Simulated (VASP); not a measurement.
# Mg64Si31O (a cell with a defect) in VASP: single point with PBEsol

Aim: the single point of Mg64Si31O (a cell with a defect) with PBEsol.

Everything below comes from runs of VASP 6.6.1. Logs are shortened: lines on timing, memory, paths and dates and some standing lists are left out, and cuts for length are marked.

## 1. The cell of the first run

The cell holds a defect, 96 atoms: a = 12.649 Å, b = 12.649 Å, c = 12.649 Å, α = 90.00°, β = 90.00°, γ = 90.00°.

## 2. Single point, PBEsol, collinear spin

The input, INCAR:

```
PREC = Accurate
ENCUT = 520
EDIFF = 1E-6
ISMEAR = -1
SIGMA = 0.05
LREAL = Auto
LASPH = T
NELM = 200
ALGO = Normal
ISIF = 2
LWAVE = F
LCHARG = F
ISPIN = 2
MAGMOM = 0 0 0 0.222 0 0 0 0 0 0 0 0 0 0.222 0 0 0 0 0 0 0 0 0.222 0 0 0 0 0 0 0 0 0.222 0.222 0 0 0 0 0 0 0 0 0.222 0 0 0 0 0 0 0 0 0.222 0 0 0 0 0 0 0 0 0 0.222 0 0 0 0 0 0 0 0 0 0 0 0 0 0 0 0 0 0 0 0 0 0 0 0 0 0 0 0 0 0 0 0 0 0 0.222
LORBIT = 11
GGA = PS
NBANDS = 187
NELECT = 256.0
ISYM = -1
GGA_COMPAT = F
KPAR = 1
```

The input, KPOINTS:

```
explicit points
1
Reciprocal
  0.25000000   0.25000000   0.25000000 1
```

The input, POSCAR:

```
Mg64Si31O
1.0
   12.6494980000      0.0000000000      0.0000000000
    0.0000000000     12.6494980000      0.0000000000
    0.0000000000      0.0000000000     12.6494980000
Mg Si O
64 31 1
Direct
    0.3740360000      0.1259920000      0.1260750000
    0.3765320000      0.1229140000      0.6243240000
    0.3765490000      0.6243360000      0.1231660000
    0.3616010000      0.6334890000      0.6336620000
    0.8745010000      0.1244320000      0.1244780000
    0.8748690000      0.1244870000      0.6256740000
    0.8749250000      0.6256480000      0.1245340000
    0.8733110000      0.6259600000      0.6260530000
    0.1242080000      0.3727280000      0.1242470000
    0.1188820000      0.3756080000      0.6243340000
    0.1247680000      0.8754390000      0.1247950000
    0.1242490000      0.8755980000      0.6268870000
    0.6258890000      0.3758400000      0.1264270000
    0.6263320000      0.3856210000      0.6143270000
    0.6256920000      0.8744550000      0.1257380000
    0.6258030000      0.8734690000      0.6246140000
    0.1242180000      0.1241530000      0.3727400000
    0.1246950000      0.1246930000      0.8755300000
    0.1191790000      0.6242590000      0.3756600000
    0.1242630000      0.6268890000      0.8756860000
    0.6258580000      0.1264740000      0.3758820000
    0.6256910000      0.1256560000      0.8745440000
    0.6264940000      0.6142430000      0.3856700000
    0.6257660000      0.6245830000      0.8734750000
    0.1246020000      0.1241340000      0.1242840000
    0.1241670000      0.1243390000      0.6268390000
    0.1241770000      0.6267310000      0.1244230000
    0.1188370000      0.6242400000      0.6242920000
    0.6256780000      0.1257790000      0.1257930000
    0.6257410000      0.1263430000      0.6245020000
    0.6257210000      0.6244740000      0.1263080000
    0.6263470000      0.6148130000      0.6147870000
    0.3615060000      0.3652810000      0.3654430000
    0.3762010000      0.3760170000      0.8774920000
    0.3762290000      0.8772570000      0.3759900000
    0.3732580000      0.8740870000      0.8741780000
    0.8735560000      0.3739910000      0.3740550000
    0.8742040000      0.3743390000      0.8750460000
    0.8742320000      0.8749570000      0.3743580000
    0.8743750000      0.8755490000      0.8755820000
    0.3763090000      0.3754850000      0.1227840000
    0.3613790000      0.3659550000      0.6343500000
    0.3739440000      0.8737000000      0.1257180000
    0.3761810000      0.8767230000      0.6239420000
    0.8745640000      0.3742640000      0.1242670000
    0.8729210000      0.3740000000      0.6257950000
    0.8743520000      0.8752880000      0.1243460000
    0.8747450000      0.8750390000      0.6256560000
    0.3762980000      0.1225760000      0.3755120000
    0.3738060000      0.1255250000      0.8738850000
    0.3617860000      0.6340380000      0.3662690000
    0.3761500000      0.6239090000      0.8769360000
    0.8745200000      0.1242210000      0.3742730000
    0.8742940000      0.1242620000      0.8753710000
    0.8732010000      0.6256990000      0.3740520000
    0.8747420000      0.6256570000      0.8751120000
    0.1190530000      0.3752210000      0.3752640000
    0.1242100000      0.3728180000      0.8751620000
    0.1242230000      0.8750710000      0.3729270000
    0.1247000000      0.8750170000      0.8751670000
    0.6272470000      0.3852160000      0.3851380000
    0.6257010000      0.3756640000      0.8733320000
    0.6256920000      0.8733450000      0.3757100000
    0.6260770000      0.8741430000      0.8741670000
    0.0004330000      0.9996500000      0.9997600000
    0.0012240000      0.9994020000      0.4996420000
    0.0012360000      0.4996100000      0.9994380000
    0.9963070000      0.4997220000      0.4997540000
    0.4994700000      0.9997870000      0.9998690000
    0.5016060000      0.9999540000      0.5000620000
    0.5015950000      0.5000380000      0.0000410000
    0.2506750000      0.2497850000      0.0001470000
    0.2490120000      0.2506640000      0.4995900000
    0.2506790000      0.7492510000      0.0003070000
    0.2487460000      0.7489720000      0.5002730000
    0.7490130000      0.2497850000      0.0001160000
    0.7503280000      0.2491830000      0.5005360000
    0.7491230000      0.7497190000      0.0001510000
    0.7498920000      0.7497270000      0.5003260000
    0.2506900000      0.0000090000      0.2498560000
    0.2506610000      0.0001490000      0.7493220000
    0.2491030000      0.4995240000      0.2507950000
    0.2486630000      0.5002020000      0.7491010000
    0.7490100000      0.0000630000      0.2498240000
    0.7491070000      0.0001130000      0.7497540000
    0.7503620000      0.5005210000      0.2491780000
    0.7498500000      0.5002990000      0.7497750000
    0.9990480000      0.2492260000      0.2492660000
    0.9992070000      0.2493890000      0.7505090000
    0.9993020000      0.7504150000      0.2494710000
    0.9994000000      0.7506610000      0.7507010000
    0.5008480000      0.2553120000      0.2553770000
    0.5001560000      0.2552420000      0.7451460000
    0.5002720000      0.7450650000      0.2553260000
    0.5002480000      0.7446360000      0.7447050000
    0.5932490000      0.4998710000      0.4999860000
```

Potentials or basis: VASP PAW PBE potentials, release 64 (Mg, Si, O).

The run is started by

```bash
$ cat potpaw_PBE.64/Mg/POTCAR potpaw_PBE.64/Si/POTCAR potpaw_PBE.64/O/POTCAR > POTCAR
$ mpirun -np 4 vasp_std > vasp.out
```

OUTCAR:

```text
PREC = Accurate
   ENCUT = 520
   EDIFF = 1E-6
   ISMEAR = -1
   LREAL = Auto
   LASPH = T
   NELM = 200
   ISIF = 2
   ISPIN = 2
   LORBIT = 11
   GGA = PS
   NELECT = 256.0
   ISYM = -1

 ion  position               nearest neighbor table
   1  0.374  0.126  0.126-  72 2.72  80 2.73  69 2.76  92 2.82  25 3.16  49 3.16  41 3.16  29 3.18
                            50 3.19  43 3.19
   2  0.377  0.123  0.624-  70 2.72  81 2.73  93 2.75  73 2.78  42 3.08  44 3.11  49 3.15  30 3.15
                            50 3.16  26 3.19
   3  0.377  0.624  0.123-  71 2.72  74 2.73  94 2.75  82 2.77  51 3.08  52 3.11  41 3.15  31 3.15
                            43 3.15  27 3.19
   4  0.362  0.633  0.634-  83 2.65  75 2.65  95 2.65  28 3.08  44 3.08  52 3.09  32 3.37  51 3.38
                            42 3.38
   5  0.875  0.124  0.124-  88 2.73  76 2.74  84 2.74  65 2.74  29 3.15  54 3.15  47 3.15  53 3.16
                            45 3.16  25 3.16
   6  0.875  0.124  0.626-  89 2.73  85 2.73  77 2.73  66 2.76  30 3.15  26 3.15  48 3.16  46 3.16
                            54 3.16  53 3.18
   7  0.875  0.626  0.125-  90 2.73  78 2.73  86 2.73  67 2.76  31 3.15  27 3.15  56 3.16  55 3.16
                            47 3.16  45 3.18
   8  0.873  0.626  0.626-  87 2.72  79 2.72  91 2.74  68 2.74  28 3.11  32 3.13  56 3.15  48 3.15
                            46 3.19  55 3.19
   9  0.124  0.373  0.124-  72 2.73  88 2.73  67 2.74  82 2.76  25 3.14  58 3.15  45 3.16  57 3.18
[... 169 lines left out ...]
  94  0.500  0.745  0.255-  51 2.65  63 2.73  31 2.74   3 2.75  35 2.75  15 2.81  43 2.81  23 2.83

  95  0.500  0.745  0.745-   4 2.65  24 2.74  16 2.74  44 2.75  52 2.76  64 2.81  32 2.82  36 2.82

  96  0.593  0.500  0.500-  14 2.09  23 2.09  32 2.10  61 2.10

IMPORTANT INFORMATION: All symmetrisations will be switched off!
NOSYMM: (Re-)initialisation of all symmetry stuff for point group C_1.

----------------------------------------------------------------------------------------

                                     Primitive cell

  volume of cell :    2024.0436

  direct lattice vectors                    reciprocal lattice vectors
    12.649498000  0.000000000  0.000000000     0.079054521  0.000000000  0.000000000
     0.000000000 12.649498000  0.000000000     0.000000000  0.079054521  0.000000000
     0.000000000  0.000000000 12.649498000     0.000000000  0.000000000  0.079054521

  length of vectors
    12.649498000 12.649498000 12.649498000     0.079054521  0.079054521  0.079054521

  position of ions in fractional coordinates (direct lattice)
     0.374036000  0.125992000  0.126075000
     0.376532000  0.122914000  0.624324000
     0.376549000  0.624336000  0.123166000
     0.361601000  0.633489000  0.633662000
     0.874501000  0.124432000  0.124478000
     0.874869000  0.124487000  0.625674000
[... 88 lines left out ...]
     0.500248000  0.744636000  0.744705000
     0.593249000  0.499871000  0.499986000

  ion indices of the primitive-cell ions
   primitive index   ion index
                 1           1
                 2           2
                 3           3
                 4           4
                 5           5
                 6           6
[... 88 lines left out ...]
                95          95
                96          96

[... 43 lines left out ...]
   EFERMI_NEDOS =   21; number of points for ismear=-14 and -15
   IALGO  =     38    algorithm
   IMIX   =      4    mixing-type and parameters
     AMIX     =   0.40;   BMIX     =  1.00
     AMIX_MAG =   1.60;   BMIX_MAG =  1.00
  volume/ion in A,a.u.               =      21.08       142.28
  Fermi-wavevector in a.u.,A,eV,Ry     =   0.821766  1.552913  9.188007  0.675299
  Thomas-Fermi vector in A             =   1.932983
   LORBIT       =     11    0 simple, 1 ext, 2 COOP (PROOUT), +10 PAW based schemes
   GGA     = PS    functional components
   LHFCALC =     F    Hartree Fock is set to
   AEXX    =    0.0000 exact exchange contribution
   IVDW    =     0    specifies the selected vdW correction
   LEPSILON=     F    determine dielectric tensor
   LRPA    =     F    only Hartree local field effects (RPA)
 spin polarized calculation
  energy-cutoff  :      520.00
  volume of cell :     2024.04
 maximum number of plane-waves:     54486
 NGX is ok and might be reduce to    96
   NGX = 47   NGY = 47   NGZ = 47

 number of electron     255.9999991 magnetization       0.0019773

 Free energy of the ion-electron system (eV)
  ---------------------------------------------------
  ext. energy  EPLUGINS =         0.00000000
  ---------------------------------------------------
  free energy    TOTEN  =      -318.60599311 eV

  energy without entropy =     -318.52415103  energy(sigma->0) =     -318.56507207

 E-fermi :   3.4978     XC(G=0):  -8.8674

 val. band max:        3.3615179971   @ k =   0.2500   0.2500   0.2500
 cond. band min:       3.5985361541   @ k =   0.2500   0.2500   0.2500
 fundamental gap:      0.2370181570
 Fermi energy:         3.4978374197

 spin component 1

 k-point     1 :       0.2500    0.2500    0.2500
  band No.  band energies     occupation
      1     -14.6354      1.00000
      2      -5.4229      1.00000
      3      -5.0840      1.00000
      4      -5.0814      1.00000
      5      -5.0166      1.00000
      6      -4.7522      1.00000
[... 132 lines left out ...]
    139       4.8615      0.00000
    140       4.8948      0.00000
 Fermi energy:         3.4978374197

 spin component 2

 k-point     1 :       0.2500    0.2500    0.2500
  band No.  band energies     occupation
      1     -14.6353      1.00000
      2      -5.4229      1.00000
      3      -5.0840      1.00000
      4      -5.0814      1.00000
      5      -5.0166      1.00000
      6      -4.7522      1.00000
[... 132 lines left out ...]
    139       4.8615      0.00000
    140       4.8949      0.00000
 [bands above 140 left out]

------------------------ aborting loop because EDIFF is reached ----------------------------------------

  FORCE on cell =-STRESS in cart. coord.  units (eV):
  Direction    XX          YY          ZZ          XY          YZ          ZX
  --------------------------------------------------------------------------------------
  -------------------------------------------------------------------------------------
  Total      -10.1553477    -16.0014886    -16.0074649     -4.5288932     -4.7082629     -4.5399979
  in kB       -8.0386942    -12.6663387    -12.6710693     -3.5849474     -3.7269316     -3.5937376
  external PRESSURE =     -11.1253674 kB  Pullay stress =       0.0000000 kB

 VOLUME and BASIS-vectors are now :
 -----------------------------------------------------------------------------
  energy-cutoff  :      520.00
  volume of cell :     2024.04
      direct lattice vectors                 reciprocal lattice vectors
    12.649498000  0.000000000  0.000000000     0.079054521  0.000000000  0.000000000
     0.000000000 12.649498000  0.000000000     0.000000000  0.079054521  0.000000000
     0.000000000  0.000000000 12.649498000     0.000000000  0.000000000  0.079054521

 POSITION                                       TOTAL-FORCE (eV/Angst)
 -----------------------------------------------------------------------------------
      4.73137      1.59374      1.59479         0.014827      0.001916      0.002090
      4.76294      1.55480      7.89739         0.000309      0.011950      0.011815
      4.76316      7.89754      1.55799        -0.000379      0.007030      0.007517
      4.57407      8.01332      8.01551         0.017383     -0.032302     -0.031960
     11.06200      1.57400      1.57458         0.000605     -0.000129      0.000476
     11.06665      1.57470      7.91446         0.001990      0.005081     -0.013778
[... 88 lines left out ...]
      6.32789      9.41927      9.42014         0.025518      0.016947      0.016422
      7.50430      6.32312      6.32457         0.038427      0.011000      0.001811
 -----------------------------------------------------------------------------------
    total drift:                               -0.005772     -0.001966     -0.000491

  FREE ENERGIE OF THE ION-ELECTRON SYSTEM (eV)
  ---------------------------------------------------
  free  energy   TOTEN  =      -318.6059931136 eV

  energy  without entropy=     -318.5241510328  energy(sigma->0) =     -318.56507207

 total charge

# of ion       s       p       d       tot
------------------------------------------
    1        0.179   0.139   0.023   0.341
    2        0.182   0.143   0.024   0.349
    3        0.182   0.143   0.024   0.349
    4        0.197   0.139   0.021   0.356
    5        0.180   0.142   0.024   0.347
    6        0.181   0.142   0.024   0.347
[... 88 lines left out ...]
   95        0.758   0.934   0.000   1.692
   96        1.553   3.410   0.000   4.963
--------------------------------------------------
tot         36.639  41.796   1.548  79.983

 magnetization (x)

# of ion       s       p       d       tot
------------------------------------------
    1        0.000   0.000   0.000   0.000
    2        0.000   0.000   0.000   0.000
    3        0.000   0.000   0.000   0.000
    4        0.000   0.000   0.000   0.000
    5       -0.000  -0.000  -0.000  -0.000
    6        0.000   0.000  -0.000   0.000
[... 88 lines left out ...]
   95       -0.000  -0.000   0.000  -0.000
   96        0.000   0.000   0.000   0.000
--------------------------------------------------
tot          0.000  -0.000   0.000   0.000
```

Wall time 7.5 min (4 MPI ranks of Intel Xeon Platinum 8559C (Emerald Rapids), shared host); peak memory 0.83 GiB.

Results:

| Item | Value |
| --- | --- |
| Free energy | -318.6060 eV |
| Largest force | 0.063 eV/Å |
| Net moment | 0.00 μB per cell |
| Valence electrons inside the program's atomic spheres | Mg 0.34, 0.35, 0.36 (each value once); Si 1.71, 1.70, 1.69 (each value once); O 4.96 |

Forces on the atoms (eV/Å):
```
Mg   0.015  0.002  0.002
Mg   0.000  0.012  0.012
Mg   0.000  0.007  0.008
Mg   0.017 -0.032 -0.032
Mg   0.001  0.000  0.000
Mg   0.002  0.005 -0.014
Mg   0.000 -0.013  0.005
Mg  -0.001  0.003  0.001
Mg   0.014  0.014  0.011
Mg   0.017 -0.005  0.014
Mg   0.004 -0.005  0.000
Mg   0.017 -0.009 -0.015
Mg   0.010 -0.002  0.010
Mg  -0.035  0.024 -0.034
Mg  -0.009  0.001  0.006
Mg   0.007 -0.004  0.006
Mg   0.012  0.012  0.017
Mg   0.006  0.000 -0.004
Mg   0.012  0.014 -0.003
Mg   0.015 -0.019 -0.010
Mg   0.011  0.006 -0.002
Mg  -0.013  0.009 -0.002
Mg  -0.033 -0.031  0.025
Mg   0.009  0.006 -0.002
Mg  -0.002  0.004 -0.001
Mg   0.004  0.007 -0.015
Mg   0.006 -0.015  0.007
Mg   0.013  0.005  0.006
Mg  -0.011 -0.005 -0.002
Mg  -0.005  0.008  0.005
Mg  -0.001  0.004  0.010
Mg  -0.032 -0.040 -0.036
Mg   0.019  0.029  0.030
Mg  -0.002 -0.008 -0.017
Mg  -0.004 -0.014 -0.002
Mg   0.020 -0.003 -0.003
Mg  -0.011  0.002  0.001
Mg   0.004  0.012  0.003
Mg   0.003  0.005  0.012
Mg   0.003  0.001  0.001
Mg  -0.008 -0.009  0.006
Mg   0.028  0.034 -0.029
Mg   0.012 -0.001 -0.001
Mg  -0.012 -0.008  0.006
Mg  -0.010  0.013  0.000
Mg  -0.002 -0.005 -0.005
Mg  -0.005 -0.002  0.000
Mg  -0.009 -0.001 -0.013
Mg  -0.008  0.010 -0.007
Mg   0.017  0.005 -0.007
Mg   0.021 -0.027  0.033
Mg  -0.011  0.005 -0.013
Mg  -0.008  0.000  0.015
Mg  -0.003  0.002 -0.003
Mg  -0.011 -0.003 -0.005
Mg  -0.010 -0.015 -0.003
Mg   0.008 -0.012 -0.010
Mg   0.006  0.019 -0.014
Mg   0.007 -0.013  0.018
Mg  -0.001  0.001 -0.003
Mg  -0.031  0.033  0.040
Mg  -0.004 -0.012 -0.005
Mg   0.000 -0.006 -0.011
Mg  -0.017 -0.002 -0.001
Si  -0.006  0.002  0.001
Si  -0.016  0.002  0.001
Si  -0.016  0.000  0.004
Si   0.003 -0.001  0.002
Si   0.002 -0.002 -0.001
Si   0.000 -0.001  0.003
Si   0.000  0.003  0.002
Si  -0.004  0.003 -0.002
Si  -0.031 -0.029 -0.009
Si  -0.005  0.010 -0.005
Si  -0.028  0.032 -0.007
Si   0.000  0.004 -0.003
Si   0.000  0.001 -0.009
Si  -0.003  0.005 -0.006
Si   0.007  0.014  0.002
Si  -0.003 -0.002  0.003
Si  -0.006 -0.004  0.010
Si  -0.030 -0.008 -0.027
Si  -0.031 -0.006  0.034
Si  -0.001 -0.002  0.004
Si  -0.002 -0.006  0.005
Si   0.002 -0.008  0.002
Si   0.006  0.003  0.015
Si   0.006 -0.005 -0.003
Si   0.002 -0.006  0.005
Si   0.002  0.005 -0.006
Si  -0.003  0.001  0.002
Si   0.013 -0.019 -0.020
Si   0.025 -0.023  0.018
Si   0.023  0.016 -0.021
Si   0.026  0.017  0.016
O    0.038  0.011  0.002
```

Levels at points of the mesh, in eV from the Fermi level:
Spin up:
| k point | band 126 | band 127 | band 128 | band 129 | band 130 | band 131 |
| --- | --- | --- | --- | --- | --- | --- |
| (0.25, 0.25, 0.25) | -0.33 | -0.14 | -0.14 | 0.10 | 0.54 | 0.55 |
Spin down:
| k point | band 126 | band 127 | band 128 | band 129 | band 130 | band 131 |
| --- | --- | --- | --- | --- | --- | --- |
| (0.25, 0.25, 0.25) | -0.33 | -0.14 | -0.14 | 0.10 | 0.54 | 0.55 |

Caveat: the cell carries a net charge on a neutralising background, which shifts energy and pressure; the cell is charged against a uniform background, so pressure and absolute levels hang on convention; the PAW data sets were made with another functional, which shifts forces and pressure a little.
